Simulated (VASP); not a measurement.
Set up this calculation in VASP 6.6.1, as the native input.

* Task: single point
* Functional: PBE
* Potentials or basis: VASP PAW PBE potentials, release 64 (Zn, Se)
* Cutoff: 500 eV
* k mesh: 6 × 6 × 6
* Occupations: fermi-dirac, width 0.5 eV
* Spin: no spin polarisation
* Dipole correction: no
* Further INCAR settings: ALGO = Normal; EDIFF = 1e-06; NBANDS = 16

The structure of ZnSe lies in POSCAR:

```
ZnSe
1.0
    0.0000000000      2.8324206805      2.8324206805
    2.8324206805      0.0000000000      2.8324206805
    2.8324206805      2.8324206805      0.0000000000
Zn Se
1 1
Direct
    0.0000000000      0.0000000000      0.0000000000
    0.2500000000      0.2500000000      0.2500000000
```

These files were run (other wordings do the same):

INCAR

```
SYSTEM = ZnSe
PREC = Accurate
ENCUT = 500
EDIFF = 1E-6
ISMEAR = -1
SIGMA = 0.5
LREAL = .FALSE.
LASPH = .TRUE.
NELM = 120
ALGO = Normal
ISIF = 2
LWAVE = .FALSE.
LCHARG = .TRUE.
GGA = PE
LELF = .TRUE.
LVHAR = .TRUE.
NBANDS = 16
GGA_COMPAT = .FALSE.
```

KPOINTS

```
Automatic mesh
0
G
  6 6 6
  0 0 0
```

Potentials or basis: VASP PAW PBE potentials, release 64 (Zn, Se).

The run is started by

```sh
$ cat potpaw_PBE.64/Zn/POTCAR potpaw_PBE.64/Se/POTCAR > POTCAR
$ mpirun -np 1 vasp_std > vasp.out
```

It gave:

| Property | Result |
| --- | --- |
| Pressure | 2.8 GPa |
| Band gap on the k mesh | 1.30 eV, direct |

It took 21 s on 1 thread of Intel(R) Xeon(R) Platinum 8175M CPU @ 2.50GHz (Skylake/Cascade Lake), with other jobs on the host, peak memory 0.16 GiB.
